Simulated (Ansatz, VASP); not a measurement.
**One calculation of KCl, two programs**

File INCAR:

```
SYSTEM = KCl
PREC = Accurate
ENCUT = 520
EDIFF = 1E-7
ISMEAR = 0
SIGMA = 0.05
LREAL = .FALSE.
LASPH = .TRUE.
NELM = 60
ALGO = Normal
ISIF = 2
LWAVE = .FALSE.
LCHARG = .FALSE.
GGA = PE
NBANDS = 15
```

Contents of KPOINTS:

```
Automatic mesh
0
G
  6 6 6
  0 0 0
```

File POSCAR:

```
KCl
1.0
    3.8391960000      0.0000000000      0.0000000000
    0.0000000000      3.8391960000      0.0000000000
    0.0000000000      0.0000000000      3.8391960000
K Cl
1 1
Direct
   -0.0781413608     -0.0781413608      0.0000000000
    0.5000000000      0.5000000000      0.5000000000
```

Input for Ansatz:

```yaml
crystal:
  lattice:
    - [3.839196, 0.0, 0.0]
    - [0.0, 3.839196, 0.0]
    - [0.0, 0.0, 3.839196]
  atoms:
    - { symbol: K, position: [-0.0781413608, -0.0781413608, 0.0] }
    - { symbol: Cl, position: [0.5, 0.5, 0.5] }
basis:
  ecutwfc: 420
kpoints:
  mp_grid: { grid: [6, 6, 6] }
hamiltonian:
  xc: pbe
scf:
  occupations: { method: gaussian, width: 0.05 }
output:
  forces: true
  stress: true
  eigenvalues: true
```

Alike in both runs: task single point; functional PBE; k mesh 6 × 6 × 6; occupations gaussian, width 0.05 eV; no spin polarisation.

|  | VASP | Ansatz |
| --- | --- | --- |
| version | VASP 6.6.1 | Ansatz 0.2.0 |
| potentials or method | VASP PAW PBE potentials, release 64 (K_sv, Cl), cutoff 520 eV | scalar-relativistic, plane waves, PAW |
| valence electrons in the cell | 16 | 16 |

VASP gave:

- gap on the k mesh at the Fermi level (eV): 4.86
- least direct gap on the mesh (eV): 5.04
- pressure (GPa): 1.1
- traceless stress, the component that is largest in VASP (GPa): 1.10
- rms of the force components (eV/Å): 0.233

Question: Which values does Ansatz return?

Answer: gap on the k mesh at the Fermi level (eV): 4.86; least direct gap on the mesh (eV): 5.04; pressure (GPa): 1.1; traceless stress, the component that is largest in VASP (GPa): 1.08; rms of the force components (eV/Å): 0.228.

Atom by atom the forces differ by 0.005 eV/Å (rms over components). With one functional, cell and mesh, what is left measures potentials, basis and numerics.
